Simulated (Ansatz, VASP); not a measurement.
**One calculation of La, two programs**

```xyz
1
Lattice="0.0000 2.6546 2.6546 2.6546 0.0000 2.6546 2.6546 2.6546 0.0000" Properties=species:S:1:pos:R:3 pbc="T T T"
La    0.0000    0.0000    0.0000
```

Alike in both runs: functional r2SCAN; k mesh 10 × 10 × 10; occupations fermi-dirac, width 0.1 eV; no spin polarisation.

Ansatz relaxed the structure, and its values are those at the end. VASP's run is a single point on that final structure, the one shown.

|  | VASP | Ansatz |
| --- | --- | --- |
| version | VASP 6.6.1 | Ansatz 0.2.0 |
| potentials or method | VASP PAW PBE potentials, release 64 (La), cutoff 520 eV | plane waves (500 eV) with PAW, scalar-relativistic |
| valence electrons in the cell | 11 | 11 |

VASP gave:

- pressure (GPa): 0.1

Task: What did Ansatz give for the same quantities?

Result: Pressure (GPa): 0.0.

VASP's potentials were made for PBE, not for r2SCAN. The functional is the same, so the differences come from potentials, cutoffs and numerics.

Neither program's run includes spin-orbit coupling.
